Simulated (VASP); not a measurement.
# TiAl in VASP: further runs

The runs below take TiAl through single point, with PBEsol.

Program: VASP 6.6.1. These are calculated values, not measurements. Logs are shortened: lines on timing, memory, paths and dates and some standing lists are left out, and cuts for length are marked.

### 1 The cell of the first run

Symmetry: Pm-3m, No. 221, cubic system. Conventional cell: a = 3.070 Å, b = 3.070 Å, c = 3.070 Å, α = 90.00°, β = 90.00°, γ = 90.00°. Ti (site symmetry m-3m) has 8 Al at 2.66 Å and 6 Ti at 3.07 Å within 3.5 Å. Al (site symmetry m-3m) has 8 Ti at 2.66 Å and 6 Al at 3.07 Å within 3.5 Å.

### 2 Single point, PBEsol

INCAR reads:

```
PREC     = Accurate       # precision mode
ENCUT    = 500            # plane-wave cutoff, eV
EDIFF    = 1E-6           # SCF threshold, eV
ISMEAR   = 1              # smearing method
SIGMA    = 0.15           # smearing width, eV
LREAL    = F              # projectors in reciprocal space
LASPH    = T              # aspherical terms in the spheres
NELM     = 120            # most SCF steps
ALGO     = Normal         # electronic algorithm
ISIF     = 2              # what is computed and relaxed
LWAVE    = F              # write WAVECAR
LCHARG   = T              # write CHGCAR
GGA      = PS             # functional
LELF     = T              # ELF
LVHAR    = T            
NBANDS   = 14             # bands
GGA_COMPAT= F
```

KPOINTS reads:

```
Automatic mesh
0
Gamma
  24 24 24
```

POSCAR reads:

```
TiAl
1.0
    3.0695598615      0.0000000000      0.0000000000
    0.0000000000      3.0695598615      0.0000000000
    0.0000000000      0.0000000000      3.0695598615
Ti Al
1 1
Direct
    0.0000000000      0.0000000000      0.0000000000
    0.5000000000      0.5000000000      0.5000000000
```

Potentials or basis: VASP PAW PBE potentials, release 64 (Ti_sv, Al).

Run with:

```console
cat potpaw_PBE.64/Ti_sv/POTCAR potpaw_PBE.64/Al/POTCAR > POTCAR
mpirun -np 1 vasp_std > vasp.out
```

OUTCAR:

```text
PREC = Accurate
   ENCUT = 500
   EDIFF = 1E-6
   ISMEAR = 1
   LREAL = F
   LASPH = T
   NELM = 120
   ISIF = 2
   GGA = PS

 ion  position               nearest neighbor table
   1  0.000  0.000  0.000-   2 2.66   2 2.66   2 2.66   2 2.66   2 2.66   2 2.66   2 2.66   2 2.66

   2  0.500  0.500  0.500-   1 2.66   1 2.66   1 2.66   1 2.66   1 2.66   1 2.66   1 2.66   1 2.66

  LATTYP: Found a simple cubic cell.
 ALAT       =     3.0695598615

  Lattice vectors:

 A1 = (   3.0695598615,   0.0000000000,   0.0000000000)
 A2 = (   0.0000000000,   3.0695598615,   0.0000000000)
 A3 = (   0.0000000000,   0.0000000000,   3.0695598615)

Analysis of symmetry for initial positions (statically):
=====================================================================
 Subroutine PRICEL returns:
 Original cell was already a primitive cell.

 Routine SETGRP: Setting up the symmetry group for a
 simple cubic supercell.

 Subroutine GETGRP returns: Found 48 space group operations
 (whereof 48 operations were pure point group operations)
 out of a pool of 48 trial point group operations.

The static configuration has the point symmetry O_h .

Analysis of symmetry for dynamics (positions and initial velocities):
=====================================================================
 Subroutine PRICEL returns:
 Original cell was already a primitive cell.

 Routine SETGRP: Setting up the symmetry group for a
 simple cubic supercell.

 Subroutine GETGRP returns: Found 48 space group operations
 (whereof 48 operations were pure point group operations)
 out of a pool of 48 trial point group operations.

The dynamic configuration has the point symmetry O_h .

 Subroutine INISYM returns: Found 48 space group operations
 (whereof 48 operations are pure point group operations),
 and found     1 'primitive' translations

----------------------------------------------------------------------------------------

                                     Primitive cell

  volume of cell :      28.9220

  direct lattice vectors                    reciprocal lattice vectors
     3.069559862  0.000000000  0.000000000     0.325779605  0.000000000  0.000000000
     0.000000000  3.069559862  0.000000000     0.000000000  0.325779605  0.000000000
     0.000000000  0.000000000  3.069559862     0.000000000  0.000000000  0.325779605

  length of vectors
     3.069559862  3.069559862  3.069559862     0.325779605  0.325779605  0.325779605

  position of ions in fractional coordinates (direct lattice)
     0.000000000  0.000000000  0.000000000
     0.500000000  0.500000000  0.500000000

  ion indices of the primitive-cell ions
   primitive index   ion index
                 1           1
                 2           2

----------------------------------------------------------------------------------------

 KPOINTS: Automatic mesh

Automatic generation of k-mesh.
 Grid dimensions read from file:
 generate k-points for:   24   24   24

 Generating k-lattice:

  Cartesian coordinates                     Fractional coordinates (reciprocal lattice)
     0.013574150  0.000000000  0.000000000     0.041666667  0.000000000  0.000000000
     0.000000000  0.013574150  0.000000000     0.000000000  0.041666667  0.000000000
     0.000000000  0.000000000  0.013574150     0.000000000  0.000000000  0.041666667

  Length of vectors
     0.013574150  0.013574150  0.013574150

  Shift w.r.t. Gamma in fractional coordinates (k-lattice)
     0.000000000  0.000000000  0.000000000

 Subroutine IBZKPT returns following result:
 ===========================================

 Found    455 irreducible k-points:

 Following reciprocal coordinates:
            Coordinates               Weight
  0.000000  0.000000  0.000000      1.000000
  0.041667  0.000000  0.000000      6.000000
  0.083333  0.000000  0.000000      6.000000
  0.125000  0.000000  0.000000      6.000000
  0.166667  0.000000  0.000000      6.000000
  0.208333  0.000000  0.000000      6.000000
[... 16 lines left out ...]
  0.416667  0.041667  0.000000     24.000000
  0.458333  0.041667  0.000000     24.000000
 [... further k-points ...]
   k-points           NKPTS =    455   k-points in BZ     NKDIM =    455   number of bands    NBANDS=     14
   number of dos      NEDOS =    301   number of ions     NIONS =      2
   total plane-waves  NPLWV =  13824
   dimension x,y,z NGX =    24 NGY =   24 NGZ =   24
   dimension x,y,z NGXF=    48 NGYF=   48 NGZF=   48
   ions per type =               1   1
   NGX,Y,Z   is equivalent  to a cutoff of  13.00, 13.00, 13.00 a.u.
   NGXF,Y,Z  is equivalent  to a cutoff of  26.00, 26.00, 26.00 a.u.
 SYSTEM =  unknown system
   PREC   = accura    normal or accurate (medium, high low for compatibility)
   ISTART =      0    job   : 0-new  1-cont  2-samecut
   ICHARG =      2    charge: 1-file 2-atom 10-const
   ISPIN  =      1    spin polarized calculation?
   LNONCOLLINEAR =      F non collinear calculations
   LSORBIT =      F    spin-orbit coupling
   LASPH  =      T    aspherical Exc in radial PAW
   ENCUT  =  500.0 eV  36.75 Ry    6.06 a.u.   5.60  5.60  5.60*2*pi/ulx,y,z
   NELM   =    120;   NELMIN=  2; NELMDL= -5     # of ELM steps
   EDIFF  = 0.1E-05   stopping-criterion for ELM
   LREAL  =      F    real-space projection
   EDIFFG = 0.1E-04   stopping-criterion for IOM
   NSW    =      0    number of steps for IOM
   IBRION =     -1    ionic relax: 0-MD 1-quasi-New 2-CG
   NFREE  =      0    steps in history (QN), initial steepest desc. (CG)
   ISIF   =      2    stress and relaxation
   ISYM   =      2    0-nonsym 1-usesym 2-fastsym
   POTIM  = 0.5000    time-step for ionic-motion
   TEBEG  =    0.0;   TEEND  =   0.0 temperature during run
   PSTRESS=    0.0 pullay stress
   NELECT =      15.0000    total number of electrons
   NUPDOWN=      -1.0000    fix difference up-down
   EMIN   =  10.00;   EMAX   =-10.00  energy-range for DOS
   EFERMI =   0.00;   METHOD = LEGACY
   ISMEAR =     1;   SIGMA  =   0.15  broadening in eV -4-tet -1-fermi 0-gaus
   EFERMI_NEDOS =   21; number of points for ismear=-14 and -15
   IALGO  =     38    algorithm
   IMIX   =      4    mixing-type and parameters
     AMIX     =   0.40;   BMIX     =  1.00
     AMIX_MAG =   1.60;   BMIX_MAG =  1.00
  volume/ion in A,a.u.               =      14.46        97.59
  Fermi-wavevector in a.u.,A,eV,Ry     =   1.315313  2.485581 23.538739  1.730049
  Thomas-Fermi vector in A             =   2.445505
   LORBIT       =      0    0 simple, 1 ext, 2 COOP (PROOUT), +10 PAW based schemes
   GGA     = PS    functional components
   LHFCALC =     F    Hartree Fock is set to
   AEXX    =    0.0000 exact exchange contribution
   IVDW    =     0    specifies the selected vdW correction
   LEPSILON=     F    determine dielectric tensor
   LRPA    =     F    only Hartree local field effects (RPA)
 non-spin polarized calculation
 Methfessel and Paxton  Order N= 1 SIGMA  =   0.15
  energy-cutoff  :      500.00
  volume of cell :       28.92
 maximum number of plane-waves:       756
 NGX is ok and might be reduce to    24
   NGX = 11   NGY = 11   NGZ = 11

 number of electron      15.0000010 magnetization

 Free energy of the ion-electron system (eV)
  ---------------------------------------------------
  ext. energy  EPLUGINS =         0.00000000
  ---------------------------------------------------
  free energy    TOTEN  =       -12.88121827 eV

  energy without entropy =      -12.87984868  energy(sigma->0) =      -12.88076174

 E-fermi :   9.8312     XC(G=0): -11.6546

 val. band max:        9.8298023265   @ k =   0.3333   0.2917   0.1250
 cond. band min:       9.8327417222   @ k =   0.3333   0.2083   0.0417
 fundamental gap:      0.0029393956
 Fermi energy:         9.8311666346

 k-point     1 :       0.0000    0.0000    0.0000
  band No.  band energies     occupation
      1     -46.6165      2.00000
      2     -22.9077      2.00000
      3     -22.9077      2.00000
      4     -22.9077      2.00000
      5       0.1075      2.00000
      6       8.1284      2.00000
      7       8.1284      2.00000
      8      11.8676     -0.00000
      9      11.8676     -0.00000
     10      11.8676     -0.00000
     11      14.7876      0.00000
     12      14.7876      0.00000
     13      14.7876      0.00000
     14      19.2958      0.00000

 k-point     2 :       0.0417    0.0000    0.0000
  band No.  band energies     occupation
      1     -46.6161      2.00000
      2     -22.9122      2.00000
      3     -22.9074      2.00000
      4     -22.9074      2.00000
      5       0.1381      2.00000
      6       8.1180      2.00000
      7       8.1428      2.00000
      8      11.8096     -0.00000
      9      11.8096     -0.00000
     10      11.8716     -0.00000
     11      14.6555      0.00000
     12      14.8660      0.00000
     13      14.8660      0.00000
     14      19.2473      0.00000

 k-point     3 :       0.0833    0.0000    0.0000
  band No.  band energies     occupation
      1     -46.6149      2.00000
      2     -22.9252      2.00000
      3     -22.9062      2.00000
      4     -22.9062      2.00000
      5       0.2292      2.00000
      6       8.0811      2.00000
      7       8.1853      2.00000
      8      11.6533     -0.00000
      9      11.6533     -0.00000
     10      11.8834     -0.00000
     11      14.3213      0.00000
     12      15.0838      0.00000
     13      15.0838      0.00000
     14      19.1052      0.00000
[... 324 lines left out ...]
 k-point    23 :       0.4167    0.0417    0.0000
  band No.  band energies     occupation
      1     -46.5933      2.00000
      2     -23.1464      2.00000
      3     -22.8906      2.00000
      4     -22.8860      2.00000
      5       2.9028      2.00000
      6       5.2455      2.00000
      7       9.0826      2.00000
      8      10.0336     -0.06689
      9      10.0833     -0.03875
     10      12.0600     -0.00000
     11      13.2072      0.00000
     12      16.6582      0.00000
     13      18.7175      0.00000
     14      18.8916      0.00000

 k-point    24 :       0.4583    0.0417    0.0000
  band No.  band energies     occupation
      1     -46.5921      2.00000
      2     -23.1589      2.00000
      3     -22.8894      2.00000
      4     -22.8849      2.00000
      5       3.3901      2.00000
      6       4.7024      2.00000
      7       9.1513      2.00000
      8       9.9665     -0.02345
      9      10.0196     -0.07062
     10      12.0731     -0.00000
     11      13.2790      0.00000
     12      16.5290      0.00000
     13      19.2369      0.00000
     14      19.4510      0.00000

 [... further k-points ...]

------------------------ aborting loop because EDIFF is reached ----------------------------------------

  FORCE on cell =-STRESS in cart. coord.  units (eV):
  Direction    XX          YY          ZZ          XY          YZ          ZX
  --------------------------------------------------------------------------------------
  -------------------------------------------------------------------------------------
  Total        2.0877539      2.0877539      2.0877539     -0.0000000     -0.0000000     -0.0000000
  in kB      115.6542392    115.6542392    115.6542392     -0.0000000     -0.0000000     -0.0000000
  external PRESSURE =     115.6542392 kB  Pullay stress =       0.0000000 kB

 VOLUME and BASIS-vectors are now :
 -----------------------------------------------------------------------------
  energy-cutoff  :      500.00
  volume of cell :       28.92
      direct lattice vectors                 reciprocal lattice vectors
     3.069559862  0.000000000  0.000000000     0.325779605  0.000000000  0.000000000
     0.000000000  3.069559862  0.000000000     0.000000000  0.325779605  0.000000000
     0.000000000  0.000000000  3.069559862     0.000000000  0.000000000  0.325779605

 POSITION                                       TOTAL-FORCE (eV/Angst)
 -----------------------------------------------------------------------------------
      0.00000      0.00000      0.00000         0.000000      0.000000      0.000000
      1.53478      1.53478      1.53478         0.000000      0.000000      0.000000
 -----------------------------------------------------------------------------------
    total drift:                                0.000000      0.000000      0.000000

  FREE ENERGIE OF THE ION-ELECTRON SYSTEM (eV)
  ---------------------------------------------------
  free  energy   TOTEN  =       -12.8812182672 eV

  energy  without entropy=      -12.8798486779  energy(sigma->0) =      -12.88076174
```

It took 36 s on 1 thread of Intel Xeon 6975P-C (Granite Rapids), shared host; peak memory 0.27 GiB.

Results:

```
Free energy            : -12.8812 eV
Pressure               : 11.6 GPa
Band gap on the k mesh : zero (an odd number of electrons rules out a gap without spin polarisation)
```

Caveat: the cell stands under pressure; the PAW data sets were made with another functional, which shifts forces and pressure a little.

### 3 Single point, PBEsol (14.46 Å³/atom)

INCAR reads:

```
SYSTEM = TiAl
PREC = Accurate
ENCUT = 520
EDIFF = 1E-6
ISMEAR = 0
SIGMA = 0.15
LREAL = .FALSE.
LASPH = .TRUE.
NELM = 80
ALGO = Fast
ISIF = 2
LWAVE = .FALSE.
LCHARG = .FALSE.
GGA = PS
NBANDS = 14
```

KPOINTS reads:

```
regular mesh
0
G
  16 16 16
  0 0 0
```

POSCAR reads:

```
TiAl
1.0
    2.9992397189      0.0000000000      0.0000000000
    0.0000000000      2.9992397189      0.0000000000
    0.0000000000      0.0000000000      3.2151849787
Ti Al
1 1
Direct
    0.0000000000      0.0000000000      0.0000000000
    0.5000000000      0.5000000000      0.5000000000
```

Potentials or basis: VASP PAW PBE potentials, release 64 (Ti_sv, Al).

Run with:

```console
cat potpaw_PBE.64/Ti_sv/POTCAR potpaw_PBE.64/Al/POTCAR > POTCAR
mpirun -np 1 vasp_std > vasp.out
```

OUTCAR:

```text
SYSTEM = TiAl
   PREC = Accurate
   ENCUT = 520
   EDIFF = 1E-6
   ISMEAR = 0
   LREAL = .FALSE.
   LASPH = .TRUE.
   NELM = 80
   ISIF = 2
   GGA = PS

 ion  position               nearest neighbor table
   1  0.000  0.000  0.000-   2 2.66   2 2.66   2 2.66   2 2.66   2 2.66   2 2.66   2 2.66   2 2.66

   2  0.500  0.500  0.500-   1 2.66   1 2.66   1 2.66   1 2.66   1 2.66   1 2.66   1 2.66   1 2.66

  LATTYP: Found a simple tetragonal cell.
 ALAT       =     2.9992397189
 C/A-ratio  =     1.0720000000

  Lattice vectors:

[... 598 lines left out ...]

  FORCE on cell =-STRESS in cart. coord.  units (eV):
  Direction    XX          YY          ZZ          XY          YZ          ZX
  --------------------------------------------------------------------------------------
  -------------------------------------------------------------------------------------
  Total        1.7592705      1.7592705      2.7878050      0.0000000      0.0000000      0.0000000
  in kB       97.4574114     97.4574114    154.4346182      0.0000000      0.0000000      0.0000000
  external PRESSURE =     116.4498137 kB  Pullay stress =       0.0000000 kB

 VOLUME and BASIS-vectors are now :
 -----------------------------------------------------------------------------
  energy-cutoff  :      520.00
  volume of cell :       28.92
      direct lattice vectors                 reciprocal lattice vectors
     2.999239719  0.000000000  0.000000000     0.333417830  0.000000000  0.000000000
     0.000000000  2.999239719  0.000000000     0.000000000  0.333417830  0.000000000
     0.000000000  0.000000000  3.215184979     0.000000000  0.000000000  0.311024096

 POSITION                                       TOTAL-FORCE (eV/Angst)
 -----------------------------------------------------------------------------------
      0.00000      0.00000      0.00000         0.000000      0.000000      0.000000
      1.49962      1.49962      1.60759         0.000000      0.000000      0.000000
 -----------------------------------------------------------------------------------
    total drift:                               -0.000000      0.000000      0.000000

  FREE ENERGIE OF THE ION-ELECTRON SYSTEM (eV)
  ---------------------------------------------------
  free  energy   TOTEN  =       -12.9156719344 eV

  energy  without entropy=      -12.8899422300  energy(sigma->0) =      -12.90280708
```

Wall time 66 s (1 thread of Intel Xeon 6975P-C (Granite Rapids), shared host); peak memory 0.27 GiB.

What came out:

```yaml
Free_energy: -12.9157 eV
Pressure: 11.6 GPa
Band_gap_on_the_k_mesh: zero (an odd number of electrons rules out a gap without spin polarisation)
```

Levels at points of the mesh, in eV from the Fermi level:
```tsv
k point	band 5	band 6	band 7	band 8	band 9	band 10	band 11	band 12
(0.00, 0.00, 0.00)	-9.68	-1.77	-1.55	1.99	1.99	2.36	3.72	5.70
(0.50, 0.00, 0.00)	-5.85	-5.40	-0.57	-0.36	0.52	2.28	3.82	6.58
(0.50, 0.50, 0.00)	-4.96	-1.79	-1.79	-1.46	0.41	0.41	3.46	5.84
(0.00, 0.00, 0.50)	-6.55	-5.53	-0.74	0.49	0.49	2.52	2.93	6.77
(0.50, 0.00, 0.50)	-5.39	-2.38	-1.93	-1.60	0.93	1.09	3.01	5.31
(0.50, 0.50, 0.50)	-3.38	-3.36	-3.36	1.38	3.04	3.08	3.43	3.43
```

Caveat: the cell stands under pressure; the PAW data sets were made with another functional, which shifts forces and pressure a little.

### 4 Single point, PBEsol (14.88 Å³/atom)

This run uses another cell than the first one, of 14.88 Å³/atom.

INCAR reads:

```
ALGO = Fast
EDIFF = 1E-6
ENCUT = 520
GGA = PS
ISIF = 2
ISMEAR = 0
LASPH = T
LCHARG = F
LREAL = F
LWAVE = F
NBANDS = 14
NELM = 80
PREC = Accurate
SIGMA = 0.15
```

KPOINTS reads:

```
k-points
0
Gamma
  16 16 16
```

POSCAR reads:

```
TiAl
1.0
    3.1716223029      0.0000000000      0.0000000000
    0.0000000000      3.1716223029      0.0000000000
    0.0000000000      0.0000000000      2.9584892841
Ti Al
1 1
Direct
    0.0000000000      0.0000000000      0.0000000000
    0.5000000000      0.5000000000      0.5000000000
```

Run with:

```console
cat potpaw_PBE.64/Ti_sv/POTCAR potpaw_PBE.64/Al/POTCAR > POTCAR
mpirun -np 1 vasp_std > vasp.out
```

Run time: 71 s. Hardware: 1 thread of Intel Xeon 6975P-C (Granite Rapids), shared host; peak memory 0.28 GiB.

Results (log left out):

* Free energy: -12.9506 eV
* Pressure: 7.4 GPa
* Band gap on the k mesh: zero (an odd number of electrons rules out a gap without spin polarisation)

Stress tensor (GPa, compression positive):
```
7.76 0.00 0.00
0.00 7.76 0.00
0.00 0.00 6.59
```

Levels at points of the mesh, in eV from the Fermi level:
```csv
k point,band 6,band 7,band 8,band 9,band 10,band 11
"(0.00, 0.00, 0.00)",-1.69,-1.51,1.75,2.17,2.17,4.18
"(0.50, 0.00, 0.00)",-5.43,-0.68,-0.12,0.76,2.35,3.10
"(0.50, 0.50, 0.00)",-2.30,-2.30,-1.64,1.18,1.18,2.87
"(0.00, 0.00, 0.50)",-5.26,-0.46,-0.07,-0.07,2.09,3.94
"(0.50, 0.00, 0.50)",-2.14,-1.70,-1.47,0.49,0.67,3.13
"(0.50, 0.50, 0.50)",-3.29,-3.28,1.18,2.99,3.07,3.07
```

Caveat: the cell stands under pressure; the PAW data sets were made with another functional, which shifts forces and pressure a little.

### 5 Summary

```csv
cell,k mesh,cutoff (eV),smearing,mended,gap on the mesh (eV),pressure (GPa)
"a = 3.070 Å, 2 atoms",24 × 24 × 24,500,methfessel-paxton 0.15 eV,yes,none,11.6
"a = 2.999, b = 2.999, c = 3.215 Å, 2 atoms",16 × 16 × 16,520,gaussian 0.15 eV,-,none,11.6
"a = 3.172, b = 3.172, c = 2.958 Å, 2 atoms",16 × 16 × 16,520,gaussian 0.15 eV,-,none,7.4
```

Alike in all rows: task single point; level PBEsol; potentials or basis VASP PAW PBE potentials, release 64 (Ti_sv, Al); no spin polarisation.

Caveats: the cell stands under pressure; the PAW data sets were made with another functional, which shifts forces and pressure a little.

Absolute energies hang on the potentials; compare differences alone.
